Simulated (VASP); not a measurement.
# PbS (R3m) in VASP: notebook

Aim: see how the results for PbS move with the level of theory and the settings. Levels: PBE, PBE+D3(BJ). Tasks: single point.

Program: VASP 6.6.1. These are calculated values, not measurements. Logs are shortened: lines on timing, memory, paths and dates and some standing lists are left out, and cuts for length are marked.

## 1. The cell of the first run

The structure is trigonal, space group R3m (No. 160). The conventional cell has a = 4.201 Å, b = 4.201 Å, c = 10.291 Å, α = 90.00°, β = 90.00°, γ = 120.00°. Within 3.9 Å of Pb (site symmetry 3m) lie 6 S at 2.97 Å. Within 3.9 Å of S (site symmetry 3m) lie 6 Pb at 2.97 Å.

## 2. Single point, PBE, non-collinear spin, zero start, spin-orbit coupling

File INCAR:

```
PREC = Accurate ; ENCUT = 520
EDIFF = 1E-7 ; ISMEAR = -1
SIGMA = 0.02 ; LREAL = False
LASPH = True ; NELM = 150
ALGO = Normal ; ISIF = 2
LWAVE = False ; LCHARG = True
MAGMOM = 0 0 0 0 0 0 ; LORBIT = 11
LSORBIT = True ; GGA_COMPAT = False
LORBMOM = True ; GGA = PE
LVHAR = True ; NBANDS = 32
```

File KPOINTS:

```
Automatic mesh
0
Gamma
  8 8 8
```

File POSCAR:

```
PbS
1.0
    2.1005109211      1.2127305457      3.4301899190
   -2.1005109211      1.2127305457      3.4301899190
    0.0000000000     -2.4254610915      3.4301899190
Pb S
1 1
Direct
    0.9781436725      0.9781436725      0.9781436725
    0.4774576575      0.4774576575      0.4774576575
```

Potentials or basis: VASP PAW PBE potentials, release 64 (Pb_d, S).

The run is started by

```console
$ cat potpaw_PBE.64/Pb_d/POTCAR potpaw_PBE.64/S/POTCAR > POTCAR
$ mpirun -np 1 vasp_ncl > vasp.out
```

OUTCAR:

```text
PREC = Accurate
   ENCUT = 520
   EDIFF = 1E-7
   ISMEAR = -1
   LREAL = False
   LASPH = True
   NELM = 150
   ISIF = 2
   LORBIT = 11
   LSORBIT = True
   GGA = PE

 ion  position               nearest neighbor table
   1  0.978  0.978  0.978-   2 2.97   2 2.97   2 2.97   2 2.97   2 2.97   2 2.97
   2  0.477  0.477  0.477-   1 2.97   1 2.97   1 2.97   1 2.97   1 2.97   1 2.97

  LATTYP: Found a trigonal (rhomboedric) cell.
 ALAT       =     4.2010789550
 COS(alpha) =     0.5000135947

  Lattice vectors:

 A1 = (   2.1005109211,   1.2127305457,   3.4301899190)
 A2 = (  -2.1005109211,   1.2127305457,   3.4301899190)
 A3 = (   0.0000000000,  -2.4254610915,   3.4301899190)

Analysis of symmetry for initial positions (statically):
=====================================================================
 Subroutine PRICEL returns:
 Original cell was already a primitive cell.

 Routine SETGRP: Setting up the symmetry group for a
 trigonal (rhombohedral) supercell.

 Subroutine GETGRP returns: Found  6 space group operations
 (whereof  6 operations were pure point group operations)
 out of a pool of 12 trial point group operations.

The static configuration has the point symmetry C_3v.

Analysis of symmetry for dynamics (positions and initial velocities):
=====================================================================
 Subroutine PRICEL returns:
 Original cell was already a primitive cell.

 Routine SETGRP: Setting up the symmetry group for a
 trigonal (rhombohedral) supercell.

 Subroutine GETGRP returns: Found  6 space group operations
 (whereof  6 operations were pure point group operations)
 out of a pool of 12 trial point group operations.

The dynamic configuration has the point symmetry C_3v.

Analysis of structural, dynamic, and magnetic symmetry:
=====================================================================
 Subroutine PRICEL returns:
 Original cell was already a primitive cell.

 Routine SETGRP: Setting up the symmetry group for a
 trigonal (rhombohedral) supercell.

 Subroutine GETGRP returns: Found  6 space group operations
 (whereof  6 operations were pure point group operations)
 out of a pool of 12 trial point group operations.

The overall configuration has the point symmetry C_3v.

 Subroutine INISYM returns: Found  6 space group operations
 (whereof  6 operations are pure point group operations),
 and found     1 'primitive' translations

----------------------------------------------------------------------------------------

                                     Primitive cell

  volume of cell :      52.4274

  direct lattice vectors                    reciprocal lattice vectors
     2.100510921  1.212730546  3.430189919     0.238037325  0.137430913  0.097176349
    -2.100510921  1.212730546  3.430189919    -0.238037325  0.137430913  0.097176349
     0.000000000 -2.425461091  3.430189919     0.000000000 -0.274861827  0.097176349

  length of vectors
     4.201078955  4.201078955  4.201078955     0.291534332  0.291534332  0.291534332

  position of ions in fractional coordinates (direct lattice)
     0.978143673  0.978143673  0.978143673
     0.477457657  0.477457657  0.477457657

  ion indices of the primitive-cell ions
   primitive index   ion index
                 1           1
                 2           2

----------------------------------------------------------------------------------------

 KPOINTS: Automatic mesh

Automatic generation of k-mesh.
 Grid dimensions read from file:
 generate k-points for:    8    8    8

 Generating k-lattice:

  Cartesian coordinates                     Fractional coordinates (reciprocal lattice)
     0.029754666  0.017178864  0.012147044     0.125000000  0.000000000  0.000000000
    -0.029754666  0.017178864  0.012147044     0.000000000  0.125000000  0.000000000
     0.000000000 -0.034357728  0.012147044     0.000000000  0.000000000  0.125000000
[... 91 lines left out ...]
   NGX = 15   NGY = 15   NGZ = 15

 number of electron      20.0000000 magnetization       0.0000000      0.0000000      0.0000000

 number of electron      20.0000001 magnetization      -0.0000000      0.0000000      0.0000000

 number of electron      20.0000001 magnetization      -0.0000000      0.0000000     -0.0000000

 number of electron      20.0000001 magnetization      -0.0000000     -0.0000000     -0.0000000

 Free energy of the ion-electron system (eV)
  ---------------------------------------------------
  ext. energy  EPLUGINS =         0.00000000
  ---------------------------------------------------
  free energy    TOTEN  =        -9.13769969 eV

  energy without entropy =       -9.13733003  energy(sigma->0) =       -9.13751486

 E-fermi :   5.7434     XC(G=0):  -9.6573

 val. band max:        5.7254939943   @ k =   0.5000   0.0000   0.0000
 cond. band min:       5.7613285486   @ k =   0.5000   0.0000   0.0000
 fundamental gap:      0.0358345543
 Fermi energy:         5.7434181038

 k-point     1 :       0.0000    0.0000    0.0000
  band No.  band energies     occupation
      1     -12.5285      1.00000
      2     -12.5285      1.00000
      3     -12.5285      1.00000
      4     -12.5285      1.00000
      5      -9.9826      1.00000
      6      -9.9826      1.00000
[... 829 lines left out ...]
     31      15.4841      0.00000
     32      15.4869      0.00000

 [... further k-points ...]
[... 5 lines left out ...]
  --------------------------------------------------------------------------------------
  -------------------------------------------------------------------------------------
  Total        0.5167525      0.5167525      0.5168598      0.0000000     -0.0000000      0.0000000
  in kB       15.7919025     15.7919025     15.7951845      0.0000000     -0.0000000      0.0000000
  external PRESSURE =      15.7929965 kB  Pullay stress =       0.0000000 kB

 VOLUME and BASIS-vectors are now :
 -----------------------------------------------------------------------------
  energy-cutoff  :      520.00
  volume of cell :       52.43
      direct lattice vectors                 reciprocal lattice vectors
     2.100510921  1.212730546  3.430189919     0.238037325  0.137430913  0.097176349
    -2.100510921  1.212730546  3.430189919    -0.238037325  0.137430913  0.097176349
     0.000000000 -2.425461091  3.430189919     0.000000000 -0.274861827  0.097176349

 POSITION                                       TOTAL-FORCE (eV/Angst)
 -----------------------------------------------------------------------------------
      0.00000     -0.00000     10.06566         0.000000     -0.000000      0.001163
      0.00000     -0.00000      4.91331         0.000000      0.000000     -0.001163
 -----------------------------------------------------------------------------------
    total drift:                               -0.000000     -0.000000      0.000048

  FREE ENERGIE OF THE ION-ELECTRON SYSTEM (eV)
  ---------------------------------------------------
  free  energy   TOTEN  =        -9.1376996907 eV

  energy  without entropy=       -9.1373300297  energy(sigma->0) =       -9.13751486

 orbital moment (x)

 # of ion     p       d       tot
 ----------------------------------------
  1         0.000  -0.000  -0.000
  2         0.000   0.000   0.000
 ----------------------------------------
            0.000  -0.000  -0.000

 orbital moment (y)

 # of ion     p       d       tot
 ----------------------------------------
  1        -0.000   0.000  -0.000
  2         0.000   0.000   0.000
 ----------------------------------------
           -0.000   0.000  -0.000

 orbital moment (z)

 # of ion     p       d       tot
 ----------------------------------------
  1         0.000  -0.000  -0.000
  2         0.000   0.000   0.000
 ----------------------------------------
            0.000  -0.000  -0.000

 Spin-Orbit-Coupling matrix elements

 Ion:    1  E_soc:     -0.7901224
 l=   1
     0.0000000    -0.0649829    -0.0649803
    -0.0649829     0.0000000    -0.0649829
    -0.0649803    -0.0649829     0.0000000
 l=   2
     0.0000000    -0.0133141     0.0000000    -0.0133141    -0.0534358
    -0.0133141     0.0000000    -0.0400768    -0.0132693    -0.0133141
     0.0000000    -0.0400768     0.0000000    -0.0400768     0.0000000
    -0.0133141    -0.0132693    -0.0400768     0.0000000    -0.0133141
    -0.0534358    -0.0133141     0.0000000    -0.0133141     0.0000000
 l=   3
     0.0000000     0.0000000     0.0000000     0.0000000     0.0000000     0.0000000     0.0000000
     0.0000000     0.0000000     0.0000000     0.0000000     0.0000000     0.0000000     0.0000000
     0.0000000     0.0000000     0.0000000     0.0000000     0.0000000     0.0000000     0.0000000
     0.0000000     0.0000000     0.0000000     0.0000000     0.0000000     0.0000000     0.0000000
     0.0000000     0.0000000     0.0000000     0.0000000     0.0000000     0.0000000     0.0000000
     0.0000000     0.0000000     0.0000000     0.0000000     0.0000000     0.0000000     0.0000000
     0.0000000     0.0000000     0.0000000     0.0000000     0.0000000     0.0000000     0.0000000

 Ion:    2  E_soc:     -0.0040415
 l=   1
     0.0000000    -0.0006736    -0.0006736
    -0.0006736     0.0000000    -0.0006736
    -0.0006736    -0.0006736     0.0000000
 l=   2
     0.0000000     0.0000000     0.0000000     0.0000000     0.0000000
     0.0000000     0.0000000     0.0000000     0.0000000     0.0000000
     0.0000000     0.0000000     0.0000000     0.0000000     0.0000000
     0.0000000     0.0000000     0.0000000     0.0000000     0.0000000
     0.0000000     0.0000000     0.0000000     0.0000000     0.0000000
 l=   3
     0.0000000     0.0000000     0.0000000     0.0000000     0.0000000     0.0000000     0.0000000
     0.0000000     0.0000000     0.0000000     0.0000000     0.0000000     0.0000000     0.0000000
     0.0000000     0.0000000     0.0000000     0.0000000     0.0000000     0.0000000     0.0000000
     0.0000000     0.0000000     0.0000000     0.0000000     0.0000000     0.0000000     0.0000000
     0.0000000     0.0000000     0.0000000     0.0000000     0.0000000     0.0000000     0.0000000
     0.0000000     0.0000000     0.0000000     0.0000000     0.0000000     0.0000000     0.0000000
     0.0000000     0.0000000     0.0000000     0.0000000     0.0000000     0.0000000     0.0000000

 total charge

# of ion       s       p       d       tot
------------------------------------------
    1        1.480   0.523   9.847  11.850
    2        1.353   2.328   0.000   3.681
--------------------------------------------------
tot          2.833   2.851   9.847  15.532

 magnetization (x)

# of ion       s       p       d       tot
------------------------------------------
    1        0.000   0.000   0.000   0.000
    2        0.000   0.000   0.000   0.000
--------------------------------------------------
tot          0.000   0.000   0.000   0.000

 magnetization (y)

# of ion       s       p       d       tot
------------------------------------------
    1        0.000   0.000   0.000   0.000
    2        0.000   0.000   0.000   0.000
--------------------------------------------------
tot          0.000   0.000   0.000   0.000

 magnetization (z)

# of ion       s       p       d       tot
------------------------------------------
    1        0.000   0.000   0.000   0.000
    2        0.000   0.000   0.000   0.000
--------------------------------------------------
tot          0.000   0.000   0.000   0.000
```

Wall time 10 min (1 thread of Intel Xeon 8259CL, shared host); peak memory 0.46 GiB.

What came out:

```
Free energy                                           : -9.1377 eV
Pressure                                              : 1.6 GPa
Net moment                                            : 0.00 μB per cell
Valence electrons inside the program's atomic spheres : Pb 11.85; S 3.68
```

Moments on the atoms (μB; x, y, z):
```
Pb  0.00 0.00 0.00
S   0.00 0.00 0.00
```

## 3. Single point, PBE

File INCAR:

```
SYSTEM = PbS
  ALGO = Normal
  EDIFF = 1E-6
  ENCUT = 520
  GGA = PE
  ISIF = 2
  ISMEAR = 0
  LASPH = .TRUE.
  LCHARG = .TRUE.
  LELF = .TRUE.
  LREAL = .FALSE.
  LVHAR = .TRUE.
  LWAVE = .FALSE.
  NBANDS = 17
  NELM = 100
  PREC = Accurate
  SIGMA = 0.01
```

File KPOINTS:

```
k-points
0
G
  4 4 4
  0 0 0
```

POSCAR is that of step 2.

Potentials or basis: VASP PAW PBE potentials, release 64 (Pb_d, S).

The run is started by

```console
$ cat potpaw_PBE.64/Pb_d/POTCAR potpaw_PBE.64/S/POTCAR > POTCAR
$ mpirun -np 1 vasp_std > vasp.out
```

It took 13 s on 1 thread of Intel Xeon Platinum 8259CL at 2.50GHz (Skylake/Cascade Lake), shared host; peak memory 0.17 GiB.

Results (log left out):

* Free energy: -8.7455 eV
* Pressure: 1.9 GPa
* Largest force: 0.005 eV/Å
* Band gap on the k mesh: 0.38 eV

Forces in eV/Å, atoms in the order of the input:
```
Pb   0.000  0.000  0.005
S    0.000  0.000 -0.005
```

Levels at points of the mesh, in eV from the valence-band top:
```tsv
k point	band 7	band 8	band 9	band 10	band 11	band 12	band 13	band 14
(0.00, 0.00, 0.00)	-6.04	-2.14	-2.14	-2.14	5.20	5.20	5.20	6.75
(0.50, 0.00, 0.00)	-8.81	-1.76	-1.76	0.00	0.38	1.98	1.98	8.66
(0.50, 0.50, 0.50)	-8.81	-1.76	-1.76	0.00	0.38	1.98	1.98	8.66
(0.50, 0.50, 0.00)	-7.19	-5.15	-3.40	-3.40	3.89	5.56	5.67	5.67
```

Caveat: the k points lie up to 0.46 Å⁻¹ apart; spin-orbit coupling is left out, which moves the levels of the heavy elements.

## 4. Single point, PBE+D3(BJ)

This run uses another cell than the first one, of 26.11 Å³/atom.

File INCAR:

```
  PREC = Accurate
  ENCUT = 520
  EDIFF = 1E-6
  ISMEAR = -1
  SIGMA = 0.02
  LREAL = False
  LASPH = True
  NELM = 100
  ALGO = Normal
  ISIF = 2
  LWAVE = False
  LCHARG = True
  GGA = PE
  IVDW = 12
  LELF = True
  LVHAR = True
  NBANDS = 17
```

File KPOINTS:

```
Automatic mesh
0
Gamma
  6 6 6
```

File POSCAR:

```
PbS
1.0
    2.0976721164      1.2110915611      3.4256367554
   -2.0976721164      1.2110915611      3.4256367554
    0.0000000000     -2.4221831222      3.4256367554
Pb S
1 1
Direct
    0.9781759966      0.9781759966      0.9781759966
    0.4774253334      0.4774253334      0.4774253334
```

The run is started by

```console
$ cat potpaw_PBE.64/Pb_d/POTCAR potpaw_PBE.64/S/POTCAR > POTCAR
$ mpirun -np 1 vasp_std > vasp.out
```

It took 29 s on 1 thread of Intel Xeon Platinum 8259CL at 2.50GHz (Skylake/Cascade Lake), shared host; peak memory 0.2 GiB.

Results (log left out):

```
Free energy                : -9.4520 eV
Pressure                   : -0.1 GPa
Band gap on the k mesh     : 0.37 eV
Dispersion energy per atom : -0.347 eV
```

Forces in eV/Å, atoms in the order of the input:
```
Pb   0.000  0.000 -0.002
S    0.000  0.000  0.002
```

Levels at points of the mesh, in eV from the valence-band top:
| k point | band 8 | band 9 | band 10 | band 11 | band 12 | band 13 |
| --- | --- | --- | --- | --- | --- | --- |
| (0.00, 0.00, 0.00) | -2.17 | -2.17 | -2.17 | 5.21 | 5.21 | 5.21 |
| (0.50, 0.00, 0.00) | -1.78 | -1.78 | 0.00 | 0.37 | 1.97 | 1.97 |
| (0.50, 0.50, 0.00) | -5.19 | -3.44 | -3.44 | 3.87 | 5.57 | 5.68 |
| (0.50, 0.50, 0.50) | -1.78 | -1.78 | 0.00 | 0.37 | 1.97 | 1.97 |

Caveat: spin-orbit coupling is left out, which moves the levels of the heavy elements.

## 5. Overview

```csv
level,spin,cell,k mesh,smearing,gap on the mesh (eV),pressure (GPa)
PBE,"non-collinear, zero start, SOC","a = 4.201 Å, angles 60.0°, 2 atoms, atomic positions A",8 × 8 × 8,fermi-dirac 0.02 eV,-,1.6
PBE,off,"a = 4.201 Å, angles 60.0°, 2 atoms, atomic positions A",4 × 4 × 4,gaussian 0.01 eV,0.38,1.9
PBE+D3(BJ),off,"a = 4.195 Å, angles 60.0°, 2 atoms, atomic positions B",6 × 6 × 6,fermi-dirac 0.02 eV,0.37,-0.1
```

Alike in all rows: task single point; potentials or basis VASP PAW PBE potentials, release 64 (Pb_d, S); cutoff (eV) 520.

Caveats: some runs use coarse meshes; spin-orbit coupling is left out, which moves the levels of the heavy elements (at least some runs).

Total energies depend on the potentials used, so only differences within one code and one set of settings carry meaning.
